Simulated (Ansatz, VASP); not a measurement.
**BeS in VASP and in Ansatz**

File INCAR:

```
SYSTEM = BeS
PREC = Accurate ; ENCUT = 600
EDIFF = 1E-6 ; ISMEAR = 0
SIGMA = 0.02 ; LREAL = .False.
LASPH = .True. ; NELM = 120
ALGO = Normal ; ISIF = 2
LWAVE = .False. ; LCHARG = .False.
NBANDS = 11 ; GGA_COMPAT = .False.
```

File KPOINTS:

```
regular mesh
0
Gamma
  8 8 8
  0 0 0
```

The input POSCAR:

```
BeS
1.0
    0.0000000000      2.3981955906      2.3981955906
    2.3981955906      0.0000000000      2.3981955906
    2.3981955906      2.3981955906      0.0000000000
Be S
1 1
Direct
    0.0000000000      0.0000000000      0.0000000000
    0.2500000000      0.2500000000      0.2500000000
```

Input for Ansatz:

```yaml
crystal:
  lattice:
    - [0.0, 2.3981955906, 2.3981955906]
    - [2.3981955906, 0.0, 2.3981955906]
    - [2.3981955906, 2.3981955906, 0.0]
  atoms:
    - { symbol: Be, position: [0.0, 0.0, 0.0] }
    - { symbol: S, position: [0.25, 0.25, 0.25] }
basis:
  ecutwfc: 420
kpoints:
  mp_grid: { grid: [8, 8, 8] }
  band_path:
    path:
      - [[0.0, 0.0, 0.0], [-0.5, -0.5, 0.0], [-0.375, -0.375, 0.25]]
      - [[-0.375, 0.0, 0.375], [0.0, 0.0, 0.0], [0.0, 0.0, 0.5], [-0.5, -0.25, 0.25], [-0.5, -0.5, 0.0]]
    npoints: 10
hamiltonian:
  xc: lda
scf:
  occupations: { method: gaussian, width: 0.02 }
  n_extra_bands: 7
output:
  forces: true
  stress: true
  eigenvalues: true
```

Alike in both runs: task single point; functional LDA; k mesh 8 × 8 × 8; occupations gaussian, width 0.02 eV; no spin polarisation.

```csv
,VASP,Ansatz
version,VASP 6.6.1,Ansatz 0.2.0
potentials or method,"VASP PAW LDA potentials, release 64 (Be, S), cutoff 600 eV","scalar-relativistic, plane waves, PAW"
valence electrons in the cell,8,8
```

Ansatz gave:

- gap on the k mesh at the Fermi level (eV): 2.82
- least direct gap on the mesh (eV): 5.50
- pressure (GPa): 0.0

Question: What did VASP give for the same quantities?

Answer: gap on the k mesh at the Fermi level (eV): 2.83; least direct gap on the mesh (eV): 5.53; pressure (GPa): 0.1.

LDA's correlation is that of Perdew and Zunger in VASP and of Perdew and Wang (1992) in Ansatz.
